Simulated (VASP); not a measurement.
Crystal: Si3N4.

```
Si N
1.0
     4.14144    0.00000    0.00000
     0.00000    4.14144    0.00000
     0.00000    0.00000    4.14144
Si N
3 4
Direct
  0.00000 0.00000 0.50000
  0.00000 0.50000 0.00000
  0.50000 0.00000 0.00000
  0.25000 0.25000 0.25000
  0.25000 0.75000 0.75000
  0.75000 0.25000 0.75000
  0.75000 0.75000 0.25000
```

```yaml
Program: VASP 6.6.1
Task: relaxation of cell and atoms
Functional: PBE
Potentials_or_basis: VASP PAW PBE potentials, release 64 (Si, N)
Cutoff: 600 eV
k_mesh: 4 × 4 × 4
Occupations: gaussian, width 0.1 eV
Spin: no spin polarisation
```

At the start: pressure -7.3 GPa; volume 10.15 Å³/atom.

Question: How do energy, volume and symmetry change on relaxing?

Answer: Over 5 steps the energy falls by 35.3 meV/atom and the volume is 10.06 Å³/atom (-0.9 %); space group P-43m (No. 215, to 0.05 Å).

The path:
```
step  energy change (eV)  largest force (eV/Å)  pressure (GPa)  volume (Å³)
   1              0.0000                1.5110           -7.30        71.03
   2             -0.0635                0.5026           15.63        66.39
   3             -0.1882                0.4625            4.37        68.40
   4             -0.2462                0.0535            0.46        70.17
   5             -0.2469                0.0017           -0.01        70.40
```

Final structure:
```
Si N
1.0
     4.12903    0.00000    0.00000
     0.00000    4.12903    0.00000
     0.00000    0.00000    4.12903
Si N
3 4
Cartesian
  0.0000 0.0000 2.0645
  0.0000 2.0645 0.0000
  2.0645 0.0000 0.0000
  0.9889 0.9889 0.9889
  0.9889 3.1401 3.1401
  3.1401 0.9889 3.1401
  3.1401 3.1401 0.9889
```
